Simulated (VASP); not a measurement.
Write the native input for VASP 6.6.1 that does the following.

- Task: relaxation of cell and atoms
- Functional: r2SCAN
- Potentials or basis: VASP PAW PBE potentials, release 64 (Hf_pv, N)
- Cutoff: 600 eV
- k mesh: 16 × 16 × 16
- Occupations: gaussian, width 0.1 eV
- Spin: no spin polarisation
- Target pressure: 8 GPa
- Dipole correction: no
- Further INCAR settings: ALGO = Normal; EDIFF = 1e-07; IBRION = 2; EDIFFG = -0.008; NSW = 70; ISIF = 3

The system is HfN.

```
Hf N
1.0
     0.00000    2.24228    2.24228
     2.24228    0.00000    2.24228
     2.24228    2.24228    0.00000
Hf N
1 1
Direct
  0.00000 0.00000 0.00000
  0.50000 0.50000 0.50000
```

The input as run:

POSCAR

```
HfN
1.0
    0.0000000000      2.2422845736      2.2422845736
    2.2422845736      0.0000000000      2.2422845736
    2.2422845736      2.2422845736      0.0000000000
Hf N
1 1
Direct
    0.0000000000      0.0000000000      0.0000000000
    0.5000000000      0.5000000000      0.5000000000
```

INCAR.step1

```
PREC     = Accurate       # precision mode
ENCUT    = 600            # plane-wave cutoff, eV
ISMEAR   = 0              # smearing method
SIGMA    = 0.1            # smearing width, eV
LREAL    = F              # projectors in reciprocal space
LASPH    = T              # aspherical terms in the spheres
NELM     = 100            # most SCF steps
GGA      = PE             # functional
ALGO     = Normal         # electronic algorithm
EDIFF    = 1E-4           # SCF threshold, eV
LWAVE    = T              # write WAVECAR
LCHARG   = F              # write CHGCAR
```

INCAR.step2

```
PREC     = Accurate       # precision mode
ENCUT    = 600            # plane-wave cutoff, eV
EDIFF    = 1E-7           # SCF threshold, eV
ISMEAR   = 0              # smearing method
SIGMA    = 0.1            # smearing width, eV
LREAL    = F              # projectors in reciprocal space
LASPH    = T              # aspherical terms in the spheres
NELM     = 100            # most SCF steps
ALGO     = Normal         # electronic algorithm
ISIF     = 3              # what is computed and relaxed
LWAVE    = F              # write WAVECAR
LCHARG   = F              # write CHGCAR
METAGGA  = R2SCAN         # meta-GGA
LMIXTAU  = T            
IBRION   = 2              # ionic algorithm
NSW      = 70             # ionic steps
EDIFFG   = -0.008         # ionic threshold
PSTRESS  = 80.0         
ISTART   = 1
```

KPOINTS

```
Automatic mesh
0
Gamma
  16 16 16
```

Potentials or basis: VASP PAW PBE potentials, release 64 (Hf_pv, N).

The run is started by

```bash
$ cat potpaw_PBE.64/Hf_pv/POTCAR potpaw_PBE.64/N/POTCAR > POTCAR
$ cp INCAR.step1 INCAR
$ mpirun -np 1 vasp_std > vasp.out
$ cp INCAR.step2 INCAR
$ mpirun -np 1 vasp_std > vasp.out
```

Results of the run:

```json
{"Relaxed volume": "11.19 Å³/atom", "Relaxed cell": "a = 3.163 Å, b = 3.163 Å, c = 3.163 Å, α = 60.00°, β = 60.00°, γ = 60.00°", "Space group after relaxing (to 0.1 Å)": "Fm-3m (No. 225)", "Energy change on relaxing (the run minimises the enthalpy)": "+3.7 meV/atom", "Ionic steps": "3", "Pressure after relaxing": "7.9 GPa", "Band gap on the k mesh": "zero (an odd number of electrons rules out a gap without spin polarisation)"}
```

Caveat: the cell is relaxed towards a set pressure, so the run minimises the enthalpy, not the energy; the PAW data sets were made with another functional, which shifts forces and pressure a little; spin-orbit coupling is left out, which moves the levels of the heavy elements.

Wall time 6 min on 1 thread of AMD EPYC 9R45 96-Core Processor (Zen 5) (shared host), peak memory 0.18 GiB.
